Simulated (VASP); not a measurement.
# LiHfH5 (P1) in VASP: relaxation of cell and atoms with PBEsol

Aim: the relaxation of cell and atoms of LiHfH5 with PBEsol.

Program: VASP 6.6.1. These are calculated values, not measurements. Logs are shortened: lines on timing, memory, paths and dates and some standing lists are left out, and cuts for length are marked.

**1. The cell of the first run**

The typed cell holds 7 atoms: a = 3.354 Å, b = 3.308 Å, c = 4.419 Å, α = 92.05°, β = 89.09°, γ = 90.53°.

**2. Relaxation of cell and atoms, PBEsol**

File INCAR:

```
PREC = Accurate
ENCUT = 600
EDIFF = 1E-7
ISMEAR = -1
SIGMA = 0.05
LREAL = F
LASPH = T
NELM = 60
ALGO = Normal
ISIF = 3
LWAVE = F
LCHARG = F
GGA = PS
IBRION = 2
NSW = 100
EDIFFG = -0.01
```

File KPOINTS:

```
regular mesh
0
Gamma
  6 6 4
```

File POSCAR:

```
LiHfH5
1.0
    3.3538496756     -0.0150798588      0.0264436806
   -0.0150798588      3.3075690318     -0.0594718283
    0.0349326194     -0.0785634488      4.4177697571
Li Hf H
1 1 5
Direct
    0.4285506162      0.4714716909     -0.0493650642
    0.0265540063      0.0192327432      0.4753160633
    0.0599135210      0.5366344001      0.2690072047
    0.0124145557      0.4417462347      0.7134519783
    0.4413134313      0.0550129708      0.2905073579
    0.4840093211     -0.0387813483      0.7902936726
   -0.0024127926     -0.0641911668      0.0608268992
```

Potentials or basis: VASP PAW PBE potentials, release 64 (Li_sv, Hf_pv, H).

Launch:

```
cat potpaw_PBE.64/Li_sv/POTCAR potpaw_PBE.64/Hf_pv/POTCAR potpaw_PBE.64/H/POTCAR > POTCAR
mpirun -np 1 vasp_std > vasp.out
```

OUTCAR:

```text
PREC = Accurate
   ENCUT = 600
   EDIFF = 1E-7
   ISMEAR = -1
   LREAL = F
   LASPH = T
   NELM = 60
   ISIF = 3
   GGA = PS
   IBRION = 2
   NSW = 100
   EDIFFG = -0.01

 ion  position               nearest neighbor table
   1  0.429  0.471  0.951-   2 2.88   2 3.09   2 3.15   2 3.18   2 3.22
   2  0.027  0.019  0.475-   5 1.61   4 1.72   3 1.81   7 1.85   3 1.97   6 2.10   5 2.14   4 2.21
                             6 2.28   1 2.88   1 3.09   1 3.15   1 3.18   1 3.22
   3  0.060  0.537  0.269-   2 1.81   2 1.97
   4  0.012  0.442  0.713-   2 1.72   2 2.21
   5  0.441  0.055  0.291-   2 1.61   2 2.14
   6  0.484  0.961  0.790-   2 2.10   2 2.28
   7  0.998  0.936  0.061-   2 1.85

  LATTYP: Found a triclinic cell.
 ALAT       =     3.3539878230
 B/A-ratio  =     1.3981084488
 C/A-ratio  =     1.9650425049
 COS(alpha) =     0.0005665346
 COS(beta)  =     0.5241487721
 COS(gamma) =     0.7087650561

  Lattice vectors:

 A1 = (   3.3538496756,  -0.0150798588,   0.0264436806)
 A2 = (   3.3387698168,   3.2924891730,  -0.0330281477)
 A3 = (   3.4038621538,  -3.4012123394,   4.5036852660)

Analysis of symmetry for initial positions (statically):
=====================================================================
 Subroutine PRICEL returns:
 Original cell was already a primitive cell.

 Routine SETGRP: Setting up the symmetry group for a
 triclinic supercell.

 Subroutine GETGRP returns: Found  1 space group operations
 (whereof  1 operations were pure point group operations)
 out of a pool of  2 trial point group operations.

The static configuration has the point symmetry C_1 .

Analysis of symmetry for dynamics (positions and initial velocities):
=====================================================================
 Subroutine PRICEL returns:
 Original cell was already a primitive cell.

 Routine SETGRP: Setting up the symmetry group for a
 triclinic supercell.

 Subroutine GETGRP returns: Found  1 space group operations
 (whereof  1 operations were pure point group operations)
 out of a pool of  2 trial point group operations.

The dynamic configuration has the point symmetry C_1 .

 Subroutine INISYM returns: Found  1 space group operations
 (whereof  1 operations are pure point group operations),
 and found     1 'primitive' translations

----------------------------------------------------------------------------------------

                                     Primitive cell
[... 134 lines left out ...]
  energy-cutoff  :      600.00
  volume of cell :       48.99
 maximum number of plane-waves:      1653
   NGX = 13   NGY = 13   NGZ = 17

--------------------------------------- Ionic step        1  -------------------------------------------

 number of electron      17.9999999 magnetization

 Free energy of the ion-electron system (eV)
  ---------------------------------------------------
  ext. energy  EPLUGINS =         0.00000000
  ---------------------------------------------------
  free energy    TOTEN  =       -29.44855545 eV

  energy without entropy =      -29.44321411  energy(sigma->0) =      -29.44588478

------------------------ aborting loop because EDIFF is reached ----------------------------------------

  FORCE on cell =-STRESS in cart. coord.  units (eV):
  Direction    XX          YY          ZZ          XY          YZ          ZX
  --------------------------------------------------------------------------------------
  -------------------------------------------------------------------------------------
  Total        3.4337325      4.4311685      5.8292643      0.2278636      3.9197143     -3.5285519
  in kB      112.3041438    144.9264264    190.6527470      7.4525382    128.1987341   -115.4053216
  external PRESSURE =     149.2944391 kB  Pullay stress =       0.0000000 kB
[... 104 lines left out ...]
  FREE ENERGIE OF THE ION-ELECTRON SYSTEM (eV)
  ---------------------------------------------------
  free  energy   TOTEN  =       -30.6663194548 eV

  energy  without entropy=      -30.6559061314  energy(sigma->0) =      -30.66111279

[... ionic steps 4 to 25 ...]

--------------------------------------- Ionic step       26  -------------------------------------------

 number of electron      18.0000004 magnetization

------------------------ aborting loop because EDIFF is reached ----------------------------------------
[... 77 lines left out ...]
--------------------------------------- Ionic step       28  -------------------------------------------

 number of electron      18.0000004 magnetization

 Free energy of the ion-electron system (eV)
  ---------------------------------------------------
  ext. energy  EPLUGINS =         0.00000000
  ---------------------------------------------------
  free energy    TOTEN  =       -31.10578472 eV

  energy without entropy =      -31.10149866  energy(sigma->0) =      -31.10364169

 E-fermi :   2.0792     XC(G=0): -10.2242

 val. band max:        1.9634741673   @ k =  -0.1667  -0.0000   0.2500
 cond. band min:       2.2408626445   @ k =   0.3333   0.3333   0.5000
 fundamental gap:      0.2773884772
 Fermi energy:         2.0792295293

 k-point     1 :       0.0000    0.0000    0.0000
  band No.  band energies     occupation
      1     -42.4851      2.00000
      2     -27.7269      2.00000
      3     -27.6514      2.00000
      4     -27.6507      2.00000
      5      -7.0010      2.00000
      6      -2.0920      2.00000
      7      -1.6315      2.00000
      8      -0.6178      2.00000
      9       3.8694      0.00000
     10       5.2432      0.00000
     11       5.2457      0.00000
     12       7.1312      0.00000
     13       8.8387      0.00000
[... 354 lines left out ...]
  band No.  band energies     occupation
      1     -42.4820      2.00000
      2     -27.9887      2.00000
      3     -27.6828      2.00000
      4     -27.6265      2.00000
      5      -4.6110      2.00000
      6      -2.7582      2.00000
      7      -1.6386      2.00000
      8      -1.3299      2.00000
      9       1.9145      1.92851
     10       4.8051      0.00000
     11       5.5290      0.00000
     12       7.6476      0.00000
     13       8.2561      0.00000

 [... further k-points ...]

------------------------ aborting loop because EDIFF is reached ----------------------------------------

  FORCE on cell =-STRESS in cart. coord.  units (eV):
  Direction    XX          YY          ZZ          XY          YZ          ZX
  --------------------------------------------------------------------------------------
  -------------------------------------------------------------------------------------
  Total       -0.0055611      0.0043443      0.0119939     -0.0045624      0.0045014      0.0002244
  in kB       -0.1742372      0.1361136      0.3757873     -0.1429469      0.1410374      0.0070294
  external PRESSURE =       0.1125546 kB  Pullay stress =       0.0000000 kB
[... 22 lines left out ...]
  FREE ENERGIE OF THE ION-ELECTRON SYSTEM (eV)
  ---------------------------------------------------
  free  energy   TOTEN  =       -31.1057847177 eV

  energy  without entropy=      -31.1014986576  energy(sigma->0) =      -31.10364169

 reached required accuracy - stopping structural energy minimisation
```

OSZICAR:

```text
N       E                     dE             d eps       ncg     rms          rms(c)
DAV:   1     0.439575322039E+02    0.43958E+02   -0.10126E+04  1976   0.149E+03
DAV:   2    -0.266498720979E+02   -0.70607E+02   -0.68557E+02  2336   0.278E+02
[... 233 lines left out ...]
  27 F= -.31105751E+02 E0= -.31103602E+02  d E =-.626241E-04
       N       E                     dE             d eps       ncg     rms          rms(c)
DAV:   1    -0.311058152422E+02   -0.64512E-04   -0.65329E-03  1986   0.779E-01    0.786E-02
DAV:   2    -0.311057944399E+02    0.20802E-04   -0.18933E-04  2636   0.125E-01    0.278E-02
DAV:   3    -0.311057855402E+02    0.88997E-05   -0.19176E-05  2654   0.332E-02    0.117E-02
DAV:   4    -0.311057847041E+02    0.83613E-06   -0.33607E-06  2663   0.143E-02    0.746E-03
DAV:   5    -0.311057847177E+02   -0.13626E-07   -0.16475E-07  2228   0.325E-03
  28 F= -.31105785E+02 E0= -.31103642E+02  d E =-.340340E-04
```

Wall time 11 min (1 thread of Intel Xeon Platinum 8259CL at 2.50GHz (Skylake/Cascade Lake), shared host); peak memory 0.23 GiB.

Results:

```yaml
Free_energy: -31.1058 eV
Relaxed_volume: 7.31 Å³/atom
Relaxed_cell: a = 3.319 Å, b = 3.318 Å, c = 4.645 Å, α = 90.01°, β = 89.98°, γ = 89.97°
Space_group_after_relaxing_to_0.1_Å: P4mm (No. 99)
Energy_gained_by_relaxing: 236.7 meV/atom
Ionic_steps: 28
Pressure_after_relaxing: 0.0 GPa
Largest_force_after_relaxing: 0.005 eV/Å
Band_gap_on_the_k_mesh: zero (bands 9 and 10 overlap by 3.19 eV)
```

Forces in eV/Å, atoms in the order of the input:
```
Li   0.003  0.003  0.001
Hf  -0.001  0.001  0.003
H    0.000  0.001  0.000
H   -0.002  0.002 -0.004
H   -0.001  0.001  0.000
H    0.002 -0.003 -0.001
H   -0.001 -0.004  0.002
```

The path:
| step | energy change (eV) | largest force (eV/Å) | pressure (GPa) | volume (Å³) |
| --- | --- | --- | --- | --- |
| 1 | 0.0000 | 5.5687 | 14.93 | 48.99 |
| 2 | -1.1172 | 1.5444 | -5.55 | 53.69 |
| 3 | -1.2178 | 0.9098 | -2.64 | 52.29 |
| 4 | -1.3896 | 0.6934 | -1.76 | 51.65 |
| 5 | -1.4522 | 0.6270 | 0.14 | 50.92 |
| 6 | -1.5301 | 0.3453 | 0.56 | 50.70 |
| 7 | -1.5709 | 0.5170 | 1.58 | 50.39 |
| 8 | -1.6112 | 0.2571 | -0.13 | 51.01 |
| 9 | -1.6114 | 0.2842 | -0.25 | 51.06 |
| 10 | -1.6246 | 0.2188 | -0.23 | 51.10 |
| 11 | -1.6268 | 0.2950 | -0.17 | 51.12 |
| 12 | -1.6378 | 0.1743 | -0.21 | 51.07 |
| 13 | -1.6435 | 0.2144 | -0.24 | 51.00 |
| 14 | -1.6510 | 0.1126 | 0.00 | 50.84 |
| 15 | -1.6512 | 0.1452 | 0.05 | 50.80 |
| 16 | -1.6534 | 0.0827 | 0.29 | 50.80 |
| 17 | -1.6534 | 0.1028 | 0.31 | 50.80 |
| 18 | -1.6553 | 0.0547 | 0.01 | 50.97 |
| 19 | -1.6557 | 0.0805 | -0.20 | 51.09 |
| 20 | -1.6566 | 0.0324 | 0.00 | 51.06 |
| 21 | -1.6566 | 0.0312 | 0.01 | 51.06 |
| 22 | -1.6569 | 0.0166 | 0.09 | 51.06 |
| 23 | -1.6569 | 0.0308 | 0.12 | 51.06 |
| 24 | -1.6571 | 0.0170 | -0.01 | 51.13 |
| 25 | -1.6571 | 0.0259 | -0.05 | 51.15 |
| 26 | -1.6572 | 0.0107 | -0.02 | 51.15 |
| 27 | -1.6572 | 0.0124 | -0.01 | 51.15 |
| 28 | -1.6572 | 0.0047 | 0.01 | 51.14 |

Final structure:
```
Li Hf H
1.0
     3.31852    0.00004    0.00099
     0.00143    3.31770   -0.00016
     0.00043   -0.00061    4.64458
Li Hf H
1 1 5
Cartesian
  1.6337 1.6185 4.6397
  3.2970 3.2802 2.2730
  3.2957 1.6213 1.2199
  3.2968 1.6211 3.4120
  1.6382 3.2792 1.2194
  1.6372 3.2815 3.4107
  3.2978 3.2819 0.3182
```

Caveat: the cutoff is under 1.25 times the usual one of these potentials, so pressure, stress and relaxed cells hold a basis-set (Pulay) error; the PAW data sets were made with another functional, which shifts forces and pressure a little; spin-orbit coupling is left out, which moves the levels of the heavy elements.
